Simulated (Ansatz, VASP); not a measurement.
# Two plane-wave programs on Na2AgSbF6

Contents of INCAR:

```
SYSTEM = Na2AgSbF6
ALGO = Normal ; EDIFF = 1E-6
ENCUT = 520 ; GGA = PS
ISIF = 2 ; ISMEAR = 0
LASPH = .True. ; LCHARG = .True.
LELF = .True. ; LREAL = .False.
LVHAR = .True. ; LWAVE = .False.
NBANDS = 47 ; NELM = 60
PREC = Accurate ; SIGMA = 0.05
```

KPOINTS

```
k-points
0
Gamma
  6 6 6
  0 0 0
```

Contents of POSCAR:

```
Na2AgSbF6
1.0
    0.0000000000      4.5019867343      4.5019867343
    4.5019867343      0.0000000000      4.5019867343
    4.5019867343      4.5019867343      0.0000000000
Na Ag Sb F
2 1 1 6
Direct
    0.7500000000      0.7500000000      0.7500000000
    0.2500000000      0.2500000000      0.2500000000
    0.5000000000      0.5000000000      0.5000000000
    0.0000000000      0.0000000000      0.0000000000
    0.7602568898      0.2397431102      0.2397431102
    0.2397431102      0.2397431102      0.7602568898
    0.2397431102      0.7602568898      0.7602568898
    0.2397431102      0.7602568898      0.2397431102
    0.7602568898      0.2397431102      0.7602568898
    0.7602568898      0.7602568898      0.2397431102
```

Input for Ansatz:

```yaml
crystal:
  lattice:
    - [0.0, 4.5019867343, 4.5019867343]
    - [4.5019867343, 0.0, 4.5019867343]
    - [4.5019867343, 4.5019867343, 0.0]
  atoms:
    - { symbol: Na, position: [0.75, 0.75, 0.75] }
    - { symbol: Na, position: [0.25, 0.25, 0.25] }
    - { symbol: Ag, position: [0.5, 0.5, 0.5] }
    - { symbol: Sb, position: [0.0, 0.0, 0.0] }
    - { symbol: F, position: [0.7602568898, 0.2397431102, 0.2397431102] }
    - { symbol: F, position: [0.2397431102, 0.2397431102, 0.7602568898] }
    - { symbol: F, position: [0.2397431102, 0.7602568898, 0.7602568898] }
    - { symbol: F, position: [0.2397431102, 0.7602568898, 0.2397431102] }
    - { symbol: F, position: [0.7602568898, 0.2397431102, 0.7602568898] }
    - { symbol: F, position: [0.7602568898, 0.7602568898, 0.2397431102] }
basis:
  ecutwfc: 420
kpoints:
  mp_grid: { grid: [6, 6, 6] }
hamiltonian:
  xc: pbesol
scf:
  occupations: { method: gaussian, width: 0.05 }
output:
  forces: true
  stress: true
  eigenvalues: true
```

Alike in both runs: task single point; functional PBEsol; k mesh 6 × 6 × 6; occupations gaussian, width 0.05 eV; no spin polarisation.

|  | VASP | Ansatz |
| --- | --- | --- |
| version | VASP 6.6.1 | Ansatz 0.2.0 |
| potentials or method | VASP PAW PBE potentials, release 64 (Na_pv, Ag, Sb, F), cutoff 520 eV | scalar-relativistic, plane waves, PAW |
| valence electrons in the cell | 72 | 94 |

VASP gave:

```
gap on the k mesh at the Fermi level (eV) : 1.48
least direct gap on the mesh (eV)         : 2.38
pressure (GPa)                            : -0.5
rms of the force components (eV/Å)        : 0.022
```

Which values does Ansatz return?

gap on the k mesh at the Fermi level (eV): 1.50; least direct gap on the mesh (eV): 2.39; pressure (GPa): 0.0; rms of the force components (eV/Å): 0.000.

VASP's potentials were made for PBE, not for PBEsol. Atom by atom the forces differ by 0.022 eV/Å (rms over components). VASP's potentials hold 72 valence electrons a cell and Ansatz's 94, so a difference there can come from the potentials and not from the codes.

Spin-orbit coupling is off throughout.
